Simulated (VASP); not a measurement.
## LiF: single point with B3LYP

Crystal: LiF.

```
Li F
1.0
     0.00000    2.01400    2.01400
     2.01400    0.00000    2.01400
     2.01400    2.01400    0.00000
Li F
1 1
Cartesian
  0.0000 0.0000 0.0000
  2.0140 2.0140 2.0140
```

```
Program                            : VASP 6.6.1
Task                               : single point
Functional                         : B3LYP
Potentials or basis                : VASP PAW PBE potentials, release 64 (Li_sv, F)
Cutoff                             : 520 eV
k mesh                             : 6 × 6 × 6
Occupations                        : gaussian, width 0.05 eV
Spin                               : no spin polarisation
Dipole correction                  : no
Grid for exact exchange (PRECFOCK) : Normal
Further INCAR settings             : ALGO = Normal; EDIFF = 1e-06; NBANDS = 12
Share of exact exchange            : 0.2
```

```yaml
Band_gap_on_the_k_mesh: 11.71 eV
```

Levels at points of the mesh, in eV from the valence-band top:
```
           k point  band 3  band 4  band 5  band 6  band 7  band 8
(0.00, 0.00, 0.00)    0.00    0.00    0.00   11.71   26.61   26.61
(0.50, 0.00, 0.00)   -2.62   -0.24   -0.24   13.38   19.62   21.47
(0.50, 0.50, 0.00)   -3.09   -1.04   -1.04   17.61   19.15   20.13
```

It took 2.8 min on 1 thread of Oxide Virtual Turin-like Processor, with other jobs on the host, peak memory 0.1 GiB.

Caveat: the k points lie up to 0.45 Å⁻¹ apart.
